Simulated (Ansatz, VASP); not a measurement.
Two plane-wave programs on BeS

Contents of INCAR:

```
PREC = Accurate ; ENCUT = 600
EDIFF = 1E-6 ; ISMEAR = 0
SIGMA = 0.1 ; LREAL = F
LASPH = T ; NELM = 120
ALGO = Normal ; ISIF = 2
LWAVE = F ; LCHARG = F
GGA = PS ; NBANDS = 11
GGA_COMPAT = F
```

Contents of KPOINTS:

```
regular mesh
0
Gamma
  6 6 6
```

The input POSCAR:

```
BeS
1.0
    0.0000000000      2.4200000000      2.4200000000
    2.4200000000      0.0000000000      2.4200000000
    2.4200000000      2.4200000000      0.0000000000
Be S
1 1
Direct
    0.0000000000      0.0000000000      0.0000000000
    0.2500000000      0.2500000000      0.2500000000
```

Input for Ansatz:

```yaml
crystal:
  lattice:
    - [0.0, 2.42, 2.42]
    - [2.42, 0.0, 2.42]
    - [2.42, 2.42, 0.0]
  atoms:
    - { symbol: Be, position: [0.0, 0.0, 0.0] }
    - { symbol: S, position: [0.25, 0.25, 0.25] }
basis:
  ecutwfc: 420
kpoints:
  mp_grid: { grid: [6, 6, 6] }
hamiltonian:
  xc: pbesol
  pseudopotentials: { kind: paw, azcp: { folder: soft_1 } }
scf:
  occupations: { method: gaussian, width: 0.1 }
output:
  forces: true
  stress: true
  eigenvalues: true
```

Alike in both runs: task single point; functional PBEsol; k mesh 6 × 6 × 6; occupations gaussian, width 0.1 eV; no spin polarisation.

|  | VASP | Ansatz |
| --- | --- | --- |
| version | VASP 6.6.1 | Ansatz 0.2.0 |
| potentials or method | VASP PAW PBE potentials, release 64 (Be, S), cutoff 600 eV | scalar-relativistic, plane waves, PAW |
| valence electrons in the cell | 8 | 8 |

```csv
,VASP,Ansatz,Ansatz less VASP
gap on the k mesh at the Fermi level (eV),2.91,2.91,-0.002
least direct gap on the mesh (eV),5.61,5.58,-0.025
pressure (GPa),0.1,-0.1,-0.21
```

VASP's potentials were made for PBE, not for PBEsol, and Ansatz warns of the same on its side.
